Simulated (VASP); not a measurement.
Crystal: Be3CdF2.

```
CELL_PARAMETERS angstrom
4.58202 0.00000 0.00000
-2.29101 3.96814 0.00000
0.00000 0.00000 3.72242
ATOMIC_POSITIONS crystal
Be 0.50000 0.00000 0.50000
Be 0.50000 0.50000 0.50000
Be 0.00000 0.50000 0.50000
Cd 0.00000 0.00000 0.00000
F 0.33333 0.66667 0.00000
F 0.66667 0.33333 0.00000
```

```yaml
Program: VASP 6.6.1
Task: relaxation of cell and atoms
Functional: PBE
Potentials_or_basis: VASP PAW PBE potentials, release 64 (Be, Cd_sv_GW, F)
Cutoff: 600 eV
k_mesh: 6 × 6 × 6
Occupations: gaussian, width 0.1 eV
Spin: no spin polarisation
```

At the start: pressure 5.4 GPa; volume 11.28 Å³/atom.

Question: How do energy, volume and symmetry change on relaxing?

Answer: Over 10 steps the energy falls by 108.7 meV/atom and the volume is 12.16 Å³/atom (+7.8 %); space group P6/mmm (No. 191, to 0.05 Å).

The path:
| step | energy change (eV) | largest force (eV/Å) | pressure (GPa) | volume (Å³) |
| --- | --- | --- | --- | --- |
| 1 | 0.0000 | 0.0000 | 5.42 | 67.68 |
| 2 | -0.1416 | 0.0000 | 0.73 | 71.47 |
| 3 | -0.1712 | 0.0000 | -4.18 | 76.31 |
| 4 | -0.1790 | 0.0000 | -2.90 | 74.90 |
| 5 | -0.3176 | 0.0000 | -3.48 | 75.14 |
| 6 | -0.6249 | 0.0000 | -2.58 | 75.03 |
| 7 | -0.6257 | 0.0000 | -1.21 | 74.64 |
| 8 | -0.6397 | 0.0000 | -2.08 | 74.90 |
| 9 | -0.6456 | 0.0000 | 1.57 | 71.62 |
| 10 | -0.6521 | 0.0000 | -0.03 | 72.98 |

Final structure:
```
CELL_PARAMETERS angstrom
4.27643 0.00000 0.00000
-2.13821 3.70349 0.00000
0.00000 0.00000 4.60779
ATOMIC_POSITIONS crystal
Be 0.50000 0.00000 0.50000
Be 0.50000 0.50000 0.50000
Be 0.00000 0.50000 0.50000
Cd 0.00000 0.00000 0.00000
F 0.33333 0.66667 0.00000
F 0.66667 0.33333 0.00000
```
